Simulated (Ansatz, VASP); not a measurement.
# One calculation of Zn8O7, two programs

```
Zn O
1.0
     6.50000    0.00000    0.00000
    -3.25000    5.62917    0.00000
     0.00000    0.00000    5.21000
Zn O
8 7
Direct
  0.16882 0.32817 0.98798
  0.33441 0.16662 0.50741
  0.16136 0.83019 0.99961
  0.34153 0.67195 0.49603
  0.66594 0.33366 0.99778
  0.82885 0.16364 0.50840
  0.65214 0.83284 0.99554
  0.83481 0.67274 0.49111
  0.16654 0.33540 0.38160
  0.32890 0.16666 0.87749
  0.32335 0.66439 0.87664
  0.67006 0.33793 0.38755
  0.83705 0.17313 0.88818
  0.66394 0.82979 0.38787
  0.82727 0.66934 0.88235
```

Alike in both runs: task single point; functional HSE06; k mesh 1 × 1 × 1; no spin polarisation.

```csv
,VASP,Ansatz
version,VASP 6.6.1,Ansatz development build ahead of 0.2.0
potentials or method,"VASP PAW PBE potentials, release 64 (Zn, O)","PAW (an earlier, plane waves, scalar-relativistic"
plane-wave cutoff (eV),520,930
occupations,"fermi-dirac, width 0.01 eV",fermi-dirac
```

Ansatz gave:

| Item | Value |
| --- | --- |
| gap on the k mesh at the Fermi level (eV) | 4.92 |
| least direct gap on the mesh (eV) | 4.92 |

Q: What did VASP give for the same quantities?

A: gap on the k mesh at the Fermi level (eV): 5.00; least direct gap on the mesh (eV): 5.00.

The k mesh is coarse, so the values compare programs but aren't converged.
